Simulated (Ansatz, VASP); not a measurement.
## Two plane-wave programs on MoS2

POSCAR

```
MoS2
1.0
    5.8432008932      0.0000000000      0.0000000000
    0.0000000000      5.8432008932      0.0000000000
    0.0000000000      0.0000000000      3.2413634867
Mo S
2 4
Direct
    0.0000000000      0.0000000000      0.0000000000
    0.5000000000      0.5000000000      0.5000000000
    0.2873805568      0.2873805568      0.0000000000
    0.2126194432      0.7873805568      0.5000000000
    0.7873805568      0.2126194432      0.5000000000
    0.7126194432      0.7126194432      0.0000000000
```

Contents of INCAR.step1:

```
PREC = Accurate ; ENCUT = 520
ISMEAR = -1 ; SIGMA = 0.02
LREAL = False ; LASPH = True
NELM = 60 ; NBANDS = 35
GGA = PE ; ALGO = Normal
EDIFF = 1E-4 ; LWAVE = True
LCHARG = False
```

INCAR.step2

```
PREC = Accurate ; ENCUT = 520
EDIFF = 1E-6 ; ISMEAR = -1
SIGMA = 0.02 ; LREAL = False
LASPH = True ; NELM = 60
ALGO = Normal ; ISIF = 2
LWAVE = False ; LCHARG = False
METAGGA = R2SCAN ; LMIXTAU = True
NBANDS = 35 ; ISTART = 1
```

File KPOINTS:

```
regular mesh
0
Gamma
  4 4 8
```

Input for Ansatz:

```yaml
crystal:
  lattice:
    - [5.8432008932, 0.0, 0.0]
    - [0.0, 5.8432008932, 0.0]
    - [0.0, 0.0, 3.2413634867]
  atoms:
    - { symbol: Mo, position: [0.0, 0.0, 0.0] }
    - { symbol: Mo, position: [0.5, 0.5, 0.5] }
    - { symbol: S, position: [0.2873805568, 0.2873805568, 0.0] }
    - { symbol: S, position: [0.2126194432, 0.7873805568, 0.5] }
    - { symbol: S, position: [0.7873805568, 0.2126194432, 0.5] }
    - { symbol: S, position: [0.7126194432, 0.7126194432, 0.0] }
kpoints:
  mp_grid: { grid: [4, 4, 8] }
  band_path:
    path:
      - [0.0, 0.0, 0.0]
      - [0.0, 0.5, 0.0]
      - [0.5, 0.5, 0.0]
      - [0.0, 0.0, 0.5]
      - [0.0, 0.5, 0.5]
      - [0.5, 0.5, 0.5]
      - [0.0, 0.0, 0.45]
    npoints: 1
hamiltonian:
  xc: r2scan
scf:
  occupations: { method: fermi_dirac, width: 0.02 }
  n_extra_bands: 5
output:
  forces: true
  stress: true
  eigenvalues: true
  write_density: true
  write_potential: true
  elf: true
  volumetric_format: npy
```

Alike in both runs: task single point; functional r2SCAN; k mesh 4 × 4 × 8; occupations fermi-dirac, width 0.02 eV; no spin polarisation.

```csv
,VASP,Ansatz
version,VASP 6.6.1,Ansatz 0.2.0
potentials or method,"VASP PAW PBE potentials, release 64 (Mo_sv, S)","plane waves, PAW"
plane-wave cutoff (eV),520,500
valence electrons in the cell,52,52
```

Ansatz gave:

| Property | Result |
| --- | --- |
| pressure (GPa) | 0.0 |
| rms of the force components (eV/Å) | 0.000 |

**Question.** Estimate VASP's values.

**Answer.** Pressure (GPa): 0.1; rms of the force components (eV/Å): 0.003.

VASP's potentials were made for PBE, not for r2SCAN. Atom by atom the forces differ by 0.003 eV/Å (rms over components). With one functional, cell and mesh, what is left measures potentials, basis and numerics.
